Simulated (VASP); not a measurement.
A run of VASP 6.6.1:

Contents of INCAR:

```
  PREC = Accurate
  ENCUT = 520
  EDIFF = 1E-6
  ISMEAR = -1
  SIGMA = 0.1
  LREAL = F
  LASPH = T
  NELM = 60
  ALGO = Normal
  ISIF = 2
  LWAVE = F
  LCHARG = F
  GGA = PS
  NBANDS = 41
```

The input KPOINTS:

```
regular mesh
0
Gamma
  6 6 3
```

POSCAR

```
ZrGeS
1.0
    3.5519792302      0.0000000000      0.0000000000
    0.0000000000      3.5519792302      0.0000000000
    0.0000000000      0.0000000000      7.8553010058
Zr Ge S
2 2 2
Direct
    0.0000000000      0.5000000000      0.2760000000
    0.5000000000      0.0000000000      0.7240000000
    0.0000000000      0.0000000000      0.0000000000
    0.5000000000      0.5000000000      0.0000000000
    0.0000000000      0.5000000000      0.6220000000
    0.5000000000      0.0000000000      0.3780000000
```

Potentials or basis: VASP PAW PBE potentials, release 64 (Zr_sv, Ge_d, S).

Launch:

```sh
$ cat potpaw_PBE.64/Zr_sv/POTCAR potpaw_PBE.64/Ge_d/POTCAR potpaw_PBE.64/S/POTCAR > POTCAR
$ mpirun -np 1 vasp_std > vasp.out
```

Hardware: 1 thread of Intel(R) Xeon(R) 6975P-C (Granite Rapids), on a shared host.

Estimate the wall time of this run.

Wall time 40 s on 1 thread of Intel(R) Xeon(R) 6975P-C (Granite Rapids), with other jobs on the host, peak memory 0.24 GiB. Counts: scf iterations 14, k points 20.
